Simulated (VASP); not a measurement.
**Ca2BF: single point with PBE**

Crystal: Ca2BF.

```
CELL_PARAMETERS angstrom
3.56463 0.00000 0.00000
-1.78232 3.08706 0.00000
0.00000 0.00000 6.88972
ATOMIC_POSITIONS crystal
Ca 0.33333 0.66667 0.75644
Ca 0.66667 0.33333 0.24356
B 0.00000 0.00000 0.00000
F 0.00000 0.00000 0.50000
```

* Program: VASP 6.6.1
* Task: single point
* Functional: PBE
* Potentials or basis: VASP PAW PBE potentials, release 64 (Ca_sv, B, F)
* Cutoff: 520 eV
* k mesh: 6 × 6 × 4
* Occupations: gaussian, width 0.1 eV
* Spin: no spin polarisation
* Dipole correction: no
* Further INCAR settings: ALGO = Normal; EDIFF = 1e-06; NBANDS = 23

| Item | Value |
| --- | --- |
| Pressure | 0.1 GPa |
| Largest force | 0.036 eV/Å |
| Band gap on the k mesh | zero (band 15 reaches 4.95 eV, above the bottom of band 16 at 3.37 eV) |

Forces in eV/Å, atoms in the order of the input:
```
Ca   0.000  0.000 -0.036
Ca   0.000  0.000  0.036
B    0.000  0.000  0.000
F    0.000  0.000  0.000
```

Stress tensor (GPa, compression positive):
```
0.05 0.00 0.00
0.00 0.05 0.00
0.00 0.00 0.13
```

Levels at points of the mesh, in eV from the Fermi level:
```csv
k point,band 13,band 14,band 15,band 16,band 17,band 18
"(0.00, 0.00, 0.00)",-6.49,-1.64,0.21,1.37,1.37,2.03
"(0.50, 0.00, 0.00)",-5.02,-2.00,-0.32,0.76,0.90,2.45
"(0.00, 0.00, 0.50)",-6.01,-2.47,1.28,1.28,1.30,1.51
"(0.50, 0.00, 0.50)",-4.94,-2.06,-0.55,0.90,1.15,1.88
```

Run time: 46 s on 1 thread of Intel(R) Xeon(R) Platinum 8259CL CPU @ 2.50GHz (Skylake/Cascade Lake) (shared host), peak memory 0.21 GiB.
